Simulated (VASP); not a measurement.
# Bi (R-3m) in VASP: a series of runs, part 2 of 2

VASP 6.6.1.

**4. Single point, PBEsol**

This run uses another cell than the first one, of 34.32 Å³/atom.

INCAR

```
PREC     = Accurate       # precision mode
ENCUT    = 520            # plane-wave cutoff, eV
EDIFF    = 1E-6           # SCF threshold, eV
ISMEAR   = -1             # smearing method
SIGMA    = 0.05           # smearing width, eV
LREAL    = F              # projectors in reciprocal space
LASPH    = T              # aspherical terms in the spheres
NELM     = 60             # most SCF steps
ALGO     = Normal         # electronic algorithm
ISIF     = 2              # what is computed and relaxed
LWAVE    = F              # write WAVECAR
LCHARG   = F              # write CHGCAR
GGA      = PS             # functional
NBANDS   = 22             # bands
```

KPOINTS

```
regular mesh
0
Gamma
  7 7 7
```

POSCAR

```
Bi
1.0
    2.2682061405      1.3095494258      3.8516448946
   -2.2682061405      1.3095494258      3.8516448946
    0.0000000000     -2.6190988516      3.8516448946
Bi
2
Direct
    0.7631295973      0.7631295973      0.7631295973
    0.2368704027      0.2368704027      0.2368704027
```

Potentials or basis: VASP PAW PBE potentials, release 64 (Bi_d).

Run with:

```sh
$ cat potpaw_PBE.64/Bi_d/POTCAR > POTCAR
$ mpirun -np 1 vasp_std > vasp.out
```

OUTCAR:

```text
PREC = Accurate
   ENCUT = 520
   EDIFF = 1E-6
   ISMEAR = -1
   LREAL = F
   LASPH = T
   NELM = 60
   ISIF = 2
   GGA = PS

 ion  position               nearest neighbor table
   1  0.763  0.763  0.763-   2 3.08   2 3.08   2 3.08   2 3.44   2 3.44   2 3.44
   2  0.237  0.237  0.237-   1 3.08   1 3.08   1 3.08   1 3.44   1 3.44   1 3.44

  LATTYP: Found a trigonal (rhomboedric) cell.
 ALAT       =     4.6577727712
 COS(alpha) =     0.5257160328

  Lattice vectors:

 A1 = (   2.2682061405,   1.3095494258,   3.8516448946)
 A2 = (  -2.2682061405,   1.3095494258,   3.8516448946)
 A3 = (   0.0000000000,  -2.6190988516,   3.8516448946)

Analysis of symmetry for initial positions (statically):
=====================================================================
 Subroutine PRICEL returns:
 Original cell was already a primitive cell.

 Routine SETGRP: Setting up the symmetry group for a
 trigonal (rhombohedral) supercell.

 Subroutine GETGRP returns: Found 12 space group operations
[... 159 lines left out ...]
  ---------------------------------------------------
  free energy    TOTEN  =        -8.63057520 eV

  energy without entropy =       -8.62930078  energy(sigma->0) =       -8.62993799

 E-fermi :   6.3469     XC(G=0):  -9.8264

 val. band max:        6.2225508531   @ k =   0.1429   0.1429  -0.0000
 cond. band min:       6.4582086351   @ k =   0.4286  -0.0000   0.0000
 fundamental gap:      0.2356577820
 Fermi energy:         6.3468762958

 k-point     1 :       0.0000    0.0000    0.0000
  band No.  band energies     occupation
      1     -16.4420      2.00000
      2     -16.4420      2.00000
      3     -16.2837      2.00000
      4     -16.2837      2.00000
      5     -16.2727      2.00000
      6     -16.0914      2.00000
[... 589 lines left out ...]
     21      14.6904      0.00000
     22      15.5067      0.00000

 [... further k-points ...]

------------------------ aborting loop because EDIFF is reached ----------------------------------------

  FORCE on cell =-STRESS in cart. coord.  units (eV):
  Direction    XX          YY          ZZ          XY          YZ          ZX
  --------------------------------------------------------------------------------------
  -------------------------------------------------------------------------------------
  Total       -0.0488793     -0.0488793     -0.0352216      0.0000000     -0.0000000      0.0000000
  in kB       -1.1408644     -1.1408644     -0.8220860      0.0000000     -0.0000000      0.0000000
  external PRESSURE =      -1.0346049 kB  Pullay stress =       0.0000000 kB

 VOLUME and BASIS-vectors are now :
 -----------------------------------------------------------------------------
  energy-cutoff  :      520.00
  volume of cell :       68.64
      direct lattice vectors                 reciprocal lattice vectors
     2.268206140  1.309549426  3.851644895     0.220438518  0.127270238  0.086543111
    -2.268206140  1.309549426  3.851644895    -0.220438518  0.127270238  0.086543111
     0.000000000 -2.619098852  3.851644895     0.000000000 -0.254540475  0.086543111

 POSITION                                       TOTAL-FORCE (eV/Angst)
 -----------------------------------------------------------------------------------
      0.00000      0.00000      8.81791         0.000000      0.000000      0.005043
      0.00000      0.00000      2.73702         0.000000     -0.000000     -0.005043
 -----------------------------------------------------------------------------------
    total drift:                               -0.000000      0.000000      0.000000

  FREE ENERGIE OF THE ION-ELECTRON SYSTEM (eV)
  ---------------------------------------------------
  free  energy   TOTEN  =        -8.6305752049 eV

  energy  without entropy=       -8.6293007824  energy(sigma->0) =       -8.62993799
```

stdout:

```text
POSCAR found type information on POSCAR Bi
 POSCAR found :  1 types and       2 ions
 scaLAPACK will be used
 -----------------------------------------------------------------------------
|                                                                             |
|                                                                             |
|     You enforced a specific xc type in the INCAR file but a different       |
|     I HOPE YOU KNOW WHAT YOU ARE DOING!                                     |
|                                                                             |
 -----------------------------------------------------------------------------

 LDA part: xc-table for (Slater+PW92), standard interpolation
 POSCAR, INCAR and KPOINTS ok, starting setup
 FFT: planning ... GRIDC
 FFT: planning ... GRID_SOFT
 FFT: planning ... GRID
 WAVECAR not read
 entering main loop
```

It took 34 s on 1 thread of AMD EPYC 9R45 (Zen 5), shared host; peak memory 0.19 GiB.

What came out:

```
Free energy   : -8.6306 eV
Pressure      : -0.1 GPa
Largest force : 0.005 eV/Å
```

Forces on the atoms (eV/Å):
```
Bi   0.000  0.000  0.005
Bi   0.000  0.000 -0.005
```

Levels at points of the mesh, in eV from the Fermi level:
```tsv
k point	band 12	band 13	band 14	band 15	band 16	band 17	band 18	band 19
(0.00, 0.00, 0.00)	-7.30	-1.35	-1.19	-1.19	2.84	3.16	3.16	5.63
```

Caveat: the PAW data sets were made with another functional, which shifts forces and pressure a little; spin-orbit coupling is left out, which moves the levels of the heavy elements.

**5. Single point, PBEsol+D3(BJ)**

This run uses another cell than the first one, of 35.07 Å³/atom.

INCAR

```
SYSTEM = Bi
PREC     = Accurate       ! precision mode
ENCUT    = 520            ! plane-wave cutoff, eV
EDIFF    = 1E-7           ! SCF threshold, eV
ISMEAR   = -1             ! smearing method
SIGMA    = 0.05           ! smearing width, eV
LREAL    = .False.        ! projectors in reciprocal space
LASPH    = .True.         ! aspherical terms in the spheres
NELM     = 80             ! most SCF steps
ALGO     = Normal         ! electronic algorithm
ISIF     = 2              ! what is computed and relaxed
LWAVE    = .False.        ! write WAVECAR
LCHARG   = .False.        ! write CHGCAR
GGA      = PS             ! functional
IVDW     = 12             ! dispersion correction
NBANDS   = 22             ! bands
```

KPOINTS

```
Automatic mesh
0
Gamma
  7 7 7
  0 0 0
```

POSCAR

```
Bi
1.0
    2.2675000000      1.3091417354      3.9380000000
   -2.2675000000      1.3091417354      3.9380000000
    0.0000000000     -2.6182834708      3.9380000000
Bi
2
Direct
    0.7660000000      0.7660000000      0.7660000000
    0.2340000000      0.2340000000      0.2340000000
```

Run with:

```sh
$ cat potpaw_PBE.64/Bi_d/POTCAR > POTCAR
$ mpirun -np 1 vasp_std > vasp.out
```

It took 37 s on 1 thread of AMD EPYC 9R45 (Zen 5), shared host; peak memory 0.2 GiB.

The run converged. Its results:

| Item | Value |
| --- | --- |
| Free energy | -9.5530 eV |
| Pressure | -2.5 GPa |
| Largest force | 0.131 eV/Å |
| Dispersion energy per atom | -0.465 eV |

Forces in eV/Å, atoms in the order of the input:
```
Bi   0.000  0.000 -0.131
Bi   0.000  0.000  0.131
```

Stress tensor (GPa, compression positive):
```
-2.47  0.00  0.00
 0.00 -2.47  0.00
 0.00  0.00 -2.67
```

Levels at points of the mesh, in eV from the Fermi level:
| k point | band 12 | band 13 | band 14 | band 15 | band 16 | band 17 | band 18 | band 19 |
| --- | --- | --- | --- | --- | --- | --- | --- | --- |
| (0.00, 0.00, 0.00) | -7.35 | -1.37 | -1.11 | -1.11 | 2.61 | 3.08 | 3.08 | 5.74 |

Caveat: three body term missing; the PAW data sets were made with another functional, which shifts forces and pressure a little; spin-orbit coupling is left out, which moves the levels of the heavy elements.

**6. Relaxation of cell and atoms, PBEsol**

This run uses another cell than the first one, of 35.07 Å³/atom.

INCAR

```
PREC     = Accurate       # precision mode
ENCUT    = 600            # plane-wave cutoff, eV
EDIFF    = 1E-6           # SCF threshold, eV
ISMEAR   = -1             # smearing method
SIGMA    = 0.05           # smearing width, eV
LREAL    = False          # projectors in reciprocal space
LASPH    = True           # aspherical terms in the spheres
NELM     = 80             # most SCF steps
ALGO     = Normal         # electronic algorithm
ISIF     = 3              # what is computed and relaxed
LWAVE    = False          # write WAVECAR
LCHARG   = False          # write CHGCAR
GGA      = PS             # functional
IBRION   = 2              # ionic algorithm
NSW      = 60             # ionic steps
EDIFFG   = -0.01          # ionic threshold
```

KPOINTS

```
regular mesh
0
Gamma
  7 7 7
```

POSCAR is that of step 5.

Potentials or basis: VASP PAW PBE potentials, release 64 (Bi_d).

Run with:

```sh
$ cat potpaw_PBE.64/Bi_d/POTCAR > POTCAR
$ mpirun -np 1 vasp_std > vasp.out
```

Wall time 5.6 min (1 thread of AMD EPYC 9R45 (Zen 5), shared host); peak memory 0.25 GiB.

It converged, with:

- Free energy: -8.6313 eV
- Relaxed volume: 34.29 Å³/atom
- Relaxed cell: a = 4.658 Å, b = 4.658 Å, c = 4.658 Å, α = 58.25°, β = 58.25°, γ = 58.25°
- Space group after relaxing (to 0.1 Å): R-3m (No. 166)
- Energy gained by relaxing: 3.4 meV/atom
- Ionic steps: 16
- Pressure after relaxing: 0.0 GPa
- Largest force after relaxing: 0.004 eV/Å

Forces on the atoms (eV/Å):
```
Bi   0.000  0.000  0.004
Bi   0.000  0.000 -0.004
```

The path:
```
step  energy change (eV)  largest force (eV/Å)  pressure (GPa)  volume (Å³)
   1              0.0000                0.1348           -0.37        70.14
   2             -0.0027                0.1364            0.08        69.32
   3             -0.0032                0.1363            0.37        68.80
   4             -0.0050                0.0853            0.22        68.79
   5             -0.0065                0.0115           -0.05        68.75
   6             -0.0065                0.0165           -0.04        68.75
   7             -0.0067                0.0125            0.00        68.68
   8             -0.0068                0.0092            0.03        68.61
   9             -0.0068                0.0008            0.09        68.48
  10             -0.0068                0.0008            0.04        68.53
  11             -0.0068                0.0038            0.04        68.52
  12             -0.0068                0.0027            0.06        68.50
  13             -0.0068                0.0003            0.08        68.51
  14             -0.0068                0.0005            0.08        68.51
  15             -0.0068                0.0099           -0.05        68.65
  16             -0.0068                0.0043           -0.01        68.58
```

Final structure:
```cif
data_structure
_symmetry_space_group_name_H-M 'P 1'
_symmetry_Int_Tables_number 1
_cell_length_a 4.6575
_cell_length_b 4.6575
_cell_length_c 4.6575
_cell_angle_alpha 58.253
_cell_angle_beta 58.253
_cell_angle_gamma 58.253
_cell_volume 68.58
loop_
_atom_site_label
_atom_site_type_symbol
_atom_site_fract_x
_atom_site_fract_y
_atom_site_fract_z
_atom_site_occupancy
Bi1 Bi 0.76309 0.76309 0.76309 1
Bi2 Bi 0.23691 0.23691 0.23691 1
```

Levels at points of the mesh, in eV from the Fermi level:
```tsv
k point	band 12	band 13	band 14	band 15	band 16	band 17	band 18	band 19
(0.00, 0.00, 0.00)	-7.30	-1.36	-1.19	-1.19	2.84	3.16	3.16	5.63
```

Caveat: the PAW data sets were made with another functional, which shifts forces and pressure a little; spin-orbit coupling is left out, which moves the levels of the heavy elements.

**7. Summary**

```csv
task,level,cell,cutoff (eV),pressure (GPa),largest force (eV/Å)
single point,PBEsol+D3(BJ),"a = 4.562 Å, angles 58.9°, 2 atoms, atomic positions A",520,-0.3,-
single point,PBEsol+D4,"a = 4.593 Å, angles 58.7°, 2 atoms, atomic positions B",520,-0.1,0.01
single point,PBEsol,"a = 4.658 Å, angles 58.3°, 2 atoms, atomic positions C",520,-0.1,0.01
single point,PBEsol+D3(BJ),"a = 4.729 Å, angles 57.3°, 2 atoms, atomic positions D",520,-2.5,0.13
relaxation of cell and atoms,PBEsol,"relaxed from a = 4.729 Å, angles 57.3°, 2 atoms, atomic positions D",600,0.0,-
```

Alike in all rows: potentials or basis VASP PAW PBE potentials, release 64 (Bi_d); no spin polarisation; k mesh 7 × 7 × 7; smearing fermi-dirac 0.05 eV.

Caveats: the PAW data sets were made with another functional, which shifts forces and pressure a little; spin-orbit coupling is left out, which moves the levels of the heavy elements; three body term missing (at least some runs).

Total energies depend on the potentials used, so only differences within one code and one set of settings carry meaning.
